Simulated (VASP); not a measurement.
# ZrS (I4/mmm) in VASP: a series of runs

Runs on ZrS. Level: r2SCAN. Tasks: single point.

All numbers are computed with VASP 6.6.1; they aren't measurements. Logs are shortened: lines on timing, memory, paths and dates and some standing lists are left out, and cuts for length are marked.

## (1) The cell of the first run

The structure is tetragonal, space group I4/mmm (No. 139). The conventional cell has a = 3.564 Å, b = 3.564 Å, c = 5.460 Å, α = 90.00°, β = 90.00°, γ = 90.00°. Within 3.3 Å of Zr (site symmetry 4/mmm) lie 6 S at 2.52 to 2.73 Å. S (site symmetry 4/mmm) has 6 Zr at 2.52 to 2.73 Å within 3.3 Å.

## (2) Single point, r2SCAN (strain -0.040 along x and y, +0.040 along z)

Contents of POSCAR:

```
ZrS
1.0
    0.0000000000      2.5200000000      2.7300000000
    2.5200000000      0.0000000000      2.7300000000
    2.5200000000      2.5200000000      0.0000000000
Zr S
1 1
Direct
    0.0000000000      0.0000000000      0.0000000000
    0.5000000000      0.5000000000      0.5000000000
```

Contents of INCAR.step1:

```
SYSTEM = ZrS
PREC = Accurate ; ENCUT = 550
ISMEAR = 0 ; SIGMA = 0.15
LREAL = .FALSE. ; LASPH = .TRUE.
NELM = 120 ; NBANDS = 16
GGA = PE ; ALGO = Normal
EDIFF = 1E-5 ; LWAVE = .TRUE.
LCHARG = .FALSE. ; GGA_COMPAT = .FALSE.
```

Contents of INCAR.step2:

```
SYSTEM = ZrS
PREC = Accurate ; ENCUT = 550
EDIFF = 1E-6 ; ISMEAR = 0
SIGMA = 0.15 ; LREAL = .FALSE.
LASPH = .TRUE. ; NELM = 120
ALGO = Normal ; ISIF = 2
LWAVE = .FALSE. ; LCHARG = .FALSE.
METAGGA = R2SCAN ; LMIXTAU = .TRUE.
NBANDS = 16 ; ISTART = 1
GGA_COMPAT = .FALSE.
```

Contents of KPOINTS:

```
regular mesh
0
G
  16 16 16
  0 0 0
```

Potentials or basis: VASP PAW PBE potentials, release 64 (Zr_sv, S).

Launch:

```console
$ cat potpaw_PBE.64/Zr_sv/POTCAR potpaw_PBE.64/S/POTCAR > POTCAR
$ cp INCAR.step1 INCAR
$ mpirun -np 1 vasp_std > vasp.out
$ cp INCAR.step2 INCAR
$ mpirun -np 1 vasp_std > vasp.out
```

OUTCAR:

```text
SYSTEM = ZrS
   PREC = Accurate
   ENCUT = 550
   EDIFF = 1E-6
   ISMEAR = 0
   LREAL = .FALSE.
   LASPH = .TRUE.
   NELM = 120
   ISIF = 2
   METAGGA = R2SCAN
   ISTART = 1

 ion  position               nearest neighbor table
   1  0.000  0.000  0.000-   2 2.52   2 2.52   2 2.52   2 2.52   2 2.73   2 2.73
   2  0.500  0.500  0.500-   1 2.52   1 2.52   1 2.52   1 2.52   1 2.73   1 2.73

  LATTYP: Found a body centered tetragonal cell.
 ALAT       =     3.5638181772
 C/A-ratio  =     1.5320646926

  Lattice vectors:

 A1 = (  -2.5200000000,   0.0000000000,   2.7300000000)
 A2 = (   2.5200000000,   0.0000000000,   2.7300000000)
 A3 = (   0.0000000000,   2.5200000000,  -2.7300000000)

Analysis of symmetry for initial positions (statically):
=====================================================================
 Subroutine PRICEL returns:
 Original cell was already a primitive cell.

 Routine SETGRP: Setting up the symmetry group for a
 body centered tetragonal supercell.

 Subroutine GETGRP returns: Found 16 space group operations
 (whereof 16 operations were pure point group operations)
 out of a pool of 16 trial point group operations.

The static configuration has the point symmetry D_4h.

Analysis of symmetry for dynamics (positions and initial velocities):
=====================================================================
 Subroutine PRICEL returns:
 Original cell was already a primitive cell.

 Routine SETGRP: Setting up the symmetry group for a
 body centered tetragonal supercell.

 Subroutine GETGRP returns: Found 16 space group operations
 (whereof 16 operations were pure point group operations)
 out of a pool of 16 trial point group operations.

The dynamic configuration has the point symmetry D_4h.

 Subroutine INISYM returns: Found 16 space group operations
 (whereof 16 operations are pure point group operations),
 and found     1 'primitive' translations

----------------------------------------------------------------------------------------

                                     Primitive cell

  volume of cell :      34.6732

  direct lattice vectors                    reciprocal lattice vectors
     0.000000000  2.520000000  2.730000000    -0.198412698  0.198412698  0.183150183
     2.520000000  0.000000000  2.730000000     0.198412698 -0.198412698  0.183150183
     2.520000000  2.520000000  0.000000000     0.198412698  0.198412698 -0.183150183

  length of vectors
     3.715279263  3.715279263  3.563818177     0.335080867  0.335080867  0.335080867

  position of ions in fractional coordinates (direct lattice)
     0.000000000  0.000000000  0.000000000
     0.500000000  0.500000000  0.500000000

  ion indices of the primitive-cell ions
   primitive index   ion index
                 1           1
                 2           2

----------------------------------------------------------------------------------------

 KPOINTS: regular mesh

Automatic generation of k-mesh.
 Grid dimensions read from file:
 generate k-points for:   16   16   16

 Generating k-lattice:

  Cartesian coordinates                     Fractional coordinates (reciprocal lattice)
    -0.012400794  0.012400794  0.011446886     0.062500000  0.000000000  0.000000000
     0.012400794 -0.012400794  0.011446886     0.000000000  0.062500000  0.000000000
     0.012400794  0.012400794 -0.011446886     0.000000000  0.000000000  0.062500000

  Length of vectors
     0.020942554  0.020942554  0.020942554

  Shift w.r.t. Gamma in fractional coordinates (k-lattice)
     0.000000000  0.000000000  0.000000000

 Subroutine IBZKPT returns following result:
 ===========================================

 Found    349 irreducible k-points:

 Following reciprocal coordinates:
            Coordinates               Weight
  0.000000  0.000000  0.000000      1.000000
  0.062500 -0.000000  0.000000      8.000000
  0.125000 -0.000000  0.000000      8.000000
  0.187500 -0.000000  0.000000      8.000000
  0.250000 -0.000000  0.000000      8.000000
  0.312500  0.000000  0.000000      8.000000
[... 16 lines left out ...]
 -0.125000  0.062500  0.000000      8.000000
 -0.062500  0.062500  0.000000      4.000000
 [... further k-points ...]
   k-points           NKPTS =    349   k-points in BZ     NKDIM =    349   number of bands    NBANDS=     16
   number of dos      NEDOS =    301   number of ions     NIONS =      2
   total plane-waves  NPLWV =  21952
   dimension x,y,z NGX =    28 NGY =   28 NGZ =   28
   dimension x,y,z NGXF=    56 NGYF=   56 NGZF=   56
   ions per type =               1   1
   NGX,Y,Z   is equivalent  to a cutoff of  12.53, 12.53, 13.06 a.u.
   NGXF,Y,Z  is equivalent  to a cutoff of  25.06, 25.06, 26.12 a.u.
 SYSTEM =  ZrS
   PREC   = accura    normal or accurate (medium, high low for compatibility)
   ISTART =      1    job   : 0-new  1-cont  2-samecut
   ICHARG =      0    charge: 1-file 2-atom 10-const
   ISPIN  =      1    spin polarized calculation?
   LNONCOLLINEAR =      F non collinear calculations
   LSORBIT =      F    spin-orbit coupling
   LASPH  =      T    aspherical Exc in radial PAW
   ENCUT  =  550.0 eV  40.42 Ry    6.36 a.u.   7.10  7.10  6.81*2*pi/ulx,y,z
   NELM   =    120;   NELMIN=  2; NELMDL=  0     # of ELM steps
   EDIFF  = 0.1E-05   stopping-criterion for ELM
   LREAL  =      F    real-space projection
   EDIFFG = 0.1E-04   stopping-criterion for IOM
   NSW    =      0    number of steps for IOM
   IBRION =     -1    ionic relax: 0-MD 1-quasi-New 2-CG
   NFREE  =      0    steps in history (QN), initial steepest desc. (CG)
   ISIF   =      2    stress and relaxation
   ISYM   =      2    0-nonsym 1-usesym 2-fastsym
   POTIM  = 0.5000    time-step for ionic-motion
   TEBEG  =    0.0;   TEEND  =   0.0 temperature during run
   PSTRESS=    0.0 pullay stress
   NELECT =      18.0000    total number of electrons
   NUPDOWN=      -1.0000    fix difference up-down
   EMIN   =  10.00;   EMAX   =-10.00  energy-range for DOS
   EFERMI =   0.00;   METHOD = LEGACY
   ISMEAR =     0;   SIGMA  =   0.15  broadening in eV -4-tet -1-fermi 0-gaus
   EFERMI_NEDOS =   21; number of points for ismear=-14 and -15
   IALGO  =     38    algorithm
   IMIX   =      4    mixing-type and parameters
     AMIX     =   0.40;   BMIX     =  1.00
     AMIX_MAG =   1.60;   BMIX_MAG =  1.00
  volume/ion in A,a.u.               =      17.34       116.99
  Fermi-wavevector in a.u.,A,eV,Ry     =   1.315733  2.486375 23.553770  1.731153
  Thomas-Fermi vector in A             =   2.445895
   LORBIT       =      0    0 simple, 1 ext, 2 COOP (PROOUT), +10 PAW based schemes
   METAGGA = R2SCAN    functional components
   LHFCALC =     F    Hartree Fock is set to
   AEXX    =    0.0000 exact exchange contribution
   IVDW    =     0    specifies the selected vdW correction
   LEPSILON=     F    determine dielectric tensor
   LRPA    =     F    only Hartree local field effects (RPA)
 non-spin polarized calculation
 Gauss-broadening in eV      SIGMA  =   0.15
  energy-cutoff  :      550.00
  volume of cell :       34.67
 maximum number of plane-waves:      1039
   NGX = 15   NGY = 15   NGZ = 13

 number of electron      17.9999999 magnetization

 Free energy of the ion-electron system (eV)
  ---------------------------------------------------
  ext. energy  EPLUGINS =         0.00000000
  ---------------------------------------------------
  free energy    TOTEN  =       -33.74483428 eV

  energy without entropy =      -33.73035030  energy(sigma->0) =      -33.73759229

 E-fermi :  11.4290     XC(G=0): -12.1868

 val. band max:       11.4195091675   @ k =  -0.1875   0.0000   0.0625
 cond. band min:      11.4373096804   @ k =   0.5000   0.2500   0.1875
 fundamental gap:      0.0178005128
 Fermi energy:        11.4289707855

 k-point     1 :       0.0000    0.0000    0.0000
  band No.  band energies     occupation
      1     -40.2948      2.00000
      2     -17.5982      2.00000
      3     -17.5982      2.00000
      4     -17.5626      2.00000
      5      -5.5598      2.00000
      6       7.3227      2.00000
[... 8 lines left out ...]
     15      19.2215      0.00000
     16      24.0651      0.00000

 k-point     2 :       0.0625   -0.0000    0.0000
  band No.  band energies     occupation
      1     -40.2934      2.00000
      2     -17.6139      2.00000
      3     -17.5985      2.00000
      4     -17.5671      2.00000
      5      -5.5022      2.00000
      6       7.0763      2.00000
[... 8 lines left out ...]
     15      19.3980      0.00000
     16      23.7242      0.00000

 k-point     3 :       0.1250   -0.0000    0.0000
  band No.  band energies     occupation
      1     -40.2896      2.00000
      2     -17.6622      2.00000
      3     -17.5995      2.00000
      4     -17.5759      2.00000
      5      -5.3351      2.00000
      6       6.4100      2.00000
[... 8 lines left out ...]
     15      19.8379      0.00000
     16      22.9633      0.00000

 k-point     4 :       0.1875   -0.0000    0.0000
  band No.  band energies     occupation
      1     -40.2839      2.00000
      2     -17.7358      2.00000
      3     -17.6009      2.00000
      4     -17.5865      2.00000
      5      -5.0759      2.00000
      6       5.5551      2.00000
[... 8 lines left out ...]
     15      20.1375      0.00000
     16      22.3667      0.00000
[... 324 lines left out ...]
 k-point    22 :      -0.1875    0.0625    0.0000
  band No.  band energies     occupation
      1     -40.2800      2.00000
      2     -17.7910      2.00000
      3     -17.5950      2.00000
      4     -17.5948      2.00000
      5      -4.8822      2.00000
      6       5.0529      2.00000
[... 8 lines left out ...]
     15      20.0520      0.00000
     16      21.8748      0.00000

 k-point    23 :      -0.1250    0.0625    0.0000
  band No.  band energies     occupation
      1     -40.2862      2.00000
      2     -17.7131      2.00000
      3     -17.5947      2.00000
      4     -17.5814      2.00000
      5      -5.1725      2.00000
      6       5.8723      2.00000
[... 8 lines left out ...]
     15      20.0597      0.00000
     16      22.8420      0.00000

 k-point    24 :      -0.0625    0.0625    0.0000
  band No.  band energies     occupation
      1     -40.2909      2.00000
      2     -17.6515      2.00000
      3     -17.5960      2.00000
      4     -17.5707      2.00000
      5      -5.3868      2.00000
      6       6.6406      2.00000
[... 8 lines left out ...]
     15      19.6808      0.00000
     16      23.2974      0.00000

 [... further k-points ...]

------------------------ aborting loop because EDIFF is reached ----------------------------------------

  FORCE on cell =-STRESS in cart. coord.  units (eV):
  Direction    XX          YY          ZZ          XY          YZ          ZX
  --------------------------------------------------------------------------------------
  -------------------------------------------------------------------------------------
  Total        3.0263144      3.0263144     -1.7947503      0.0000000      0.0000000      0.0000000
  in kB      139.8398355    139.8398355    -82.9317642      0.0000000      0.0000000      0.0000000
  external PRESSURE =      65.5826356 kB  Pullay stress =       0.0000000 kB

 VOLUME and BASIS-vectors are now :
 -----------------------------------------------------------------------------
  energy-cutoff  :      550.00
  volume of cell :       34.67
      direct lattice vectors                 reciprocal lattice vectors
     0.000000000  2.520000000  2.730000000    -0.198412698  0.198412698  0.183150183
     2.520000000  0.000000000  2.730000000     0.198412698 -0.198412698  0.183150183
     2.520000000  2.520000000  0.000000000     0.198412698  0.198412698 -0.183150183

 POSITION                                       TOTAL-FORCE (eV/Angst)
 -----------------------------------------------------------------------------------
      0.00000      0.00000      0.00000         0.000000     -0.000000     -0.000000
      2.52000      2.52000      2.73000        -0.000000      0.000000      0.000000
 -----------------------------------------------------------------------------------
    total drift:                                0.000000      0.000000      0.000000

  FREE ENERGIE OF THE ION-ELECTRON SYSTEM (eV)
  ---------------------------------------------------
  free  energy   TOTEN  =       -33.7448342759 eV

  energy  without entropy=      -33.7303502964  energy(sigma->0) =      -33.73759229
```

It took 8.2 min on 1 thread of Oxide Virtual Turin-like, shared host; peak memory 0.3 GiB.

What came out:

| Property | Result |
| --- | --- |
| Free energy | -33.7448 eV |
| Pressure | 6.6 GPa |
| Band gap on the k mesh | zero (bands 9 and 10 overlap by 2.85 eV) |

Levels at points of the mesh, in eV from the Fermi level:
```csv
k point,band 5,band 6,band 7,band 8,band 9,band 10,band 11,band 12,band 13,band 14
"(0.00, 0.00, 0.00)",-16.99,-4.11,-3.88,-3.88,-2.08,-1.17,-1.17,-1.09,-0.58,3.04
"(0.50, 0.00, 0.00)",-15.19,-8.71,-6.66,-6.60,1.54,1.81,2.10,2.13,5.35,5.75
"(0.50, 0.50, 0.00)",-16.17,-7.12,-4.68,-4.68,-3.78,0.33,2.57,2.57,3.30,4.05
"(0.50, 0.00, 0.50)",-16.08,-6.60,-5.07,-5.02,-3.66,0.65,2.14,2.89,3.32,4.12
```

Caveat: the cell differs from its parent crystal (strain -0.040 along x and y, +0.040 along z); the stress differs along the axes, from -8 to 14 GPa; the PAW data sets were made with another functional, which shifts forces and pressure a little.

(Continued in part 2 of 2.)
